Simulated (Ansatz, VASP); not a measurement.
# One calculation of H, two programs

The input INCAR:

```
PREC = Accurate
ENCUT = 500
EDIFF = 1E-6
ISMEAR = -4
SIGMA = 0.1
LREAL = False
LASPH = True
NELM = 120
ALGO = Normal
ISIF = 2
LWAVE = False
LCHARG = False
GGA = RP
NBANDS = 6
GGA_COMPAT = False
```

The input KPOINTS:

```
regular mesh
0
Gamma
  8 8 22
```

The input POSCAR:

```
H
1.0
    2.6496387389      0.0000000000      0.0000000000
    0.0000000000      2.6496387389      0.0000000000
    0.0000000000      0.0000000000      0.9804929200
H
1
Direct
    0.0000000000      0.0000000000      0.5000000000
```

Input for Ansatz:

```yaml
crystal:
  lattice:
    - [2.6496387389, 0.0, 0.0]
    - [0.0, 2.6496387389, 0.0]
    - [0.0, 0.0, 0.98049292]
  atoms:
    - { symbol: H, position: [0.0, 0.0, 0.5] }
basis: {}
kpoints:
  mp_grid: { grid: [8, 8, 22] }
hamiltonian:
  xc: rpbe
scf:
  occupations: { method: tetrahedron_uncorrected }
  max_iter: 85
output:
  forces: true
  stress: true
  eigenvalues: true
```

Alike in both runs: task single point; functional RPBE; k mesh 8 × 8 × 22; no spin polarisation.

|  | VASP | Ansatz |
| --- | --- | --- |
| version | VASP 6.6.1 | Ansatz 0.2.0 |
| potentials or method | VASP PAW PBE potentials, release 64 (H) | scalar-relativistic, plane waves, PAW |
| plane-wave cutoff (eV) | 500 | 420 |
| occupations | tetrahedron | tetrahedron-uncorrected |
| valence electrons in the cell | 1 | 1 |

Ansatz gave:

```
gap on the k mesh at the Fermi level (eV)                     : none
pressure (GPa)                                                : 3.3
traceless stress, the component that is largest in VASP (GPa) : 0.53
```

Question: Estimate VASP's values.

Answer: gap on the k mesh at the Fermi level (eV): none; pressure (GPa): 3.0; traceless stress, the component that is largest in VASP (GPa): 0.52.

VASP's potentials were made for PBE, not for RPBE. A gap of «none» marks a metal or a gap that the smearing closes. Ansatz's warnings: band table not solved further.
